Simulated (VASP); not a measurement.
# NaF: single point with r2SCAN

NaF:

```
CELL_PARAMETERS angstrom
0.00000 2.47959 2.47959
2.47959 0.00000 2.47959
2.47959 2.47959 0.00000
ATOMIC_POSITIONS crystal
Na 0.00000 0.00000 0.00000
F 0.25000 0.25000 0.25000
```

This cell differs from its parent crystal: volume changed by -6%.

```
Program                : VASP 6.6.1
Task                   : single point
Functional             : r2SCAN
Potentials or basis    : VASP PAW PBE potentials, release 64 (Na_pv, F)
Cutoff                 : 520 eV
k mesh                 : 8 × 8 × 8
Occupations            : gaussian, width 0.01 eV
Spin                   : no spin polarisation
Dipole correction      : no
Further INCAR settings : ALGO = Normal; EDIFF = 1e-06; NBANDS = 14
```

- Pressure: 2.4 GPa
- Band gap on the k mesh: 6.48 eV, indirect (the least direct gap lies 1.3 meV higher)

Levels at points of the mesh, in eV from the valence-band top:
| k point | band 5 | band 6 | band 7 | band 8 | band 9 | band 10 |
| --- | --- | --- | --- | --- | --- | --- |
| (0.00, 0.00, 0.00) | 0.00 | 0.00 | 0.00 | 6.48 | 21.15 | 21.15 |
| (0.50, 0.00, 0.00) | -0.87 | -0.03 | -0.03 | 10.87 | 12.22 | 18.54 |
| (0.50, 0.50, 0.00) | -0.81 | -0.15 | -0.15 | 10.72 | 13.09 | 18.33 |

Run time: 2.5 min on 1 thread of AMD EPYC 7R13 (shared host), peak memory 0.12 GiB.

Caveat: the PAW data sets were made with another functional, which shifts forces and pressure a little. A k mesh can miss the band edges.
